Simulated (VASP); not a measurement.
Input of a VASP 6.6.1 run:

The input INCAR:

```
SYSTEM = SrO
ALGO = Normal
EDIFF = 1E-6
ENCUT = 520
GGA = PS
ISIF = 2
ISMEAR = 0
LASPH = .TRUE.
LCHARG = .FALSE.
LREAL = .FALSE.
LWAVE = .FALSE.
NBANDS = 24
NELM = 80
PREC = Accurate
SIGMA = 0.05
```

File KPOINTS:

```
k-points
0
G
  6 6 6
  0 0 0
```

POSCAR

```
SrO
1.0
    4.2754662656      0.0000000000      0.0000000000
   -2.1377331328      3.7026623990      0.0000000000
    0.0000000000      0.0000000000      5.1555949900
Sr O
2 2
Direct
    0.3333333333      0.6666666667      0.9381277000
    0.6666666667      0.3333333333      0.4381277000
    0.3333333333      0.6666666667      0.4368723000
    0.6666666667      0.3333333333      0.9368723000
```

Potentials or basis: VASP PAW PBE potentials, release 64 (Sr_sv, O).

Command:

```console
$ cat potpaw_PBE.64/Sr_sv/POTCAR potpaw_PBE.64/O/POTCAR > POTCAR
$ mpirun -np 1 vasp_std > vasp.out
```

(1) Estimate the largest force.

(2) Predict the pressure.

Results:

(1) 0.013 eV/Å.

(2) -1.5 GPa.

Caveat: the PAW data sets were made with another functional, which shifts forces and pressure a little.
